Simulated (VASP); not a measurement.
ZnS, 6 atoms in the cell. It takes space group R3m (No. 160, trigonal). The conventional cell has a = 3.655 Å, b = 3.655 Å, c = 28.062 Å, α = 90.00°, β = 90.00°, γ = 120.00°. Zn (site symmetry 3m) has 4 S at 2.25 to 2.34 Å within 3.0 Å. Within 3.0 Å of Zn (site symmetry 3m) lie 4 S at 2.25 to 2.33 Å. Within 3.0 Å of Zn (site symmetry 3m) lie 4 S at 2.25 to 2.34 Å. S (site symmetry 3m) has 4 Zn at 2.25 to 2.34 Å within 3.0 Å. Within 3.0 Å of S (site symmetry 3m) lie 4 Zn at 2.25 to 2.34 Å. Within 3.0 Å of S (site symmetry 3m) lie 4 Zn at 2.25 to 2.33 Å.  This cell differs from its parent crystal: strain -0.0400 x Voigt [1, 1, 0, 0, 0, 0].

```yaml
Program: VASP 6.6.1
Task: single point
Functional: r2SCAN
Potentials_or_basis: VASP PAW PBE potentials, release 64 (Zn, S)
Cutoff: 520 eV
k_mesh: 6 × 6 × 6
Occupations: gaussian, width 0.05 eV
Spin: no spin polarisation
Dipole_correction: no
Further_INCAR_settings: ALGO = Normal; EDIFF = 1e-07; NBANDS = 36
```

Potentials or basis: VASP PAW PBE potentials, release 64 (Zn, S).

The run is started by

```console
$ cat potpaw_PBE.64/Zn/POTCAR potpaw_PBE.64/S/POTCAR > POTCAR
$ cp INCAR.step1 INCAR
$ mpirun -np 1 vasp_std > vasp.out
$ cp INCAR.step2 INCAR
$ mpirun -np 1 vasp_std > vasp.out
```

Hardware: 1 thread of Intel(R) Xeon(R) Platinum 8259CL CPU @ 2.50GHz (Skylake/Cascade Lake) (shared host).

Task: How long does it take, and how much memory?

Result: Run time: 40 min on 1 thread of Intel(R) Xeon(R) Platinum 8259CL CPU @ 2.50GHz (Skylake/Cascade Lake) (shared host), peak memory 0.86 GiB. Counts: k points 32.
